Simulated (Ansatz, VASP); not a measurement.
**Au: VASP beside Ansatz**

```
CELL_PARAMETERS angstrom
0.00000 1.94322 1.99436
1.94322 0.00000 1.99436
1.94322 1.94322 0.00000
ATOMIC_POSITIONS crystal
Au 0.00000 0.00000 0.00000
```

Change from the starting cell: strain -0.050 along x and y, -0.025 along z, atoms carried along.

Alike in both runs: task single point; functional PBE; k mesh 20 × 20 × 20; occupations gaussian, width 0.15 eV; no spin polarisation.

|  | VASP | Ansatz |
| --- | --- | --- |
| version | VASP 6.6.1 | Ansatz 0.2.0 |
| potentials or method | VASP PAW PBE potentials, release 64 (Au), cutoff 520 eV | scalar-relativistic, plane waves, PAW |
| valence electrons in the cell | 11 | 19 |

Ansatz gave:

- gap on the k mesh at the Fermi level (eV): none
- pressure (GPa): 41.3
- traceless stress, the component that is largest in VASP (GPa): -0.95

Problem. Which values does VASP return?

Solution. gap on the k mesh at the Fermi level (eV): none; pressure (GPa): 40.9; traceless stress, the component that is largest in VASP (GPa): -0.94.

A gap of «none» marks a metal or a gap that the smearing closes. Both programs put the cell under a high pressure, so it lies far from rest at this level. VASP's potentials hold 11 valence electrons a cell and Ansatz's 19, so a difference there can come from the potentials and not from the codes.

Neither program's run includes spin-orbit coupling.
